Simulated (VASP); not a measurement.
Runs of VASP 6.6.1 on NaLiAlCl4. The structure is that of space group F-43m (No. 216), or close to it. The cells are those of the table. 

```tsv
task	cell	k mesh	cutoff (eV)	gap on the mesh (eV)	pressure (GPa)	relaxed volume (Å³/atom)	largest force (eV/Å)
relaxation of cell and atoms	relaxed from a = 6.183 Å, angles 60.0°, 7 atoms	4 × 4 × 4	600	none	-0.1	42.75	0.02
single point	a = 7.504 Å, angles 60.0°, 7 atoms	6 × 6 × 6	520	none	-	-	0.03
relaxation of cell and atoms	relaxed from a = 7.454 Å, angles 60.0°, 7 atoms	6 × 6 × 6	600	none	0.0	42.57	0.01
single point	a = 6.183 Å, angles 60.0°, 7 atoms	4 × 4 × 4	520	none	-	-	(a)
single point	a = 7.454 Å, angles 60.0°, 7 atoms	4 × 4 × 4	520	none	-	-	(b)
```

Alike in all rows: level PBE; potentials or basis VASP PAW PBE potentials, release 64 (Na_pv, Li_sv, Al, Cl); no spin polarisation; smearing gaussian 0.1 eV.

Fill in the values left out.

(a) 3.72; (b) 0.06.

Caveats: the cutoff is under 1.25 times the usual one of these potentials, so pressure, stress and relaxed cells hold a basis-set (Pulay) error; an odd number of electrons without spin polarisation forces a metal; a magnetic or distorted state may lie lower; the volume moved by over 15 % at a fixed basis, so the end points are rough (some runs).

A gap of «none» marks levels without a gap at the run's occupations.
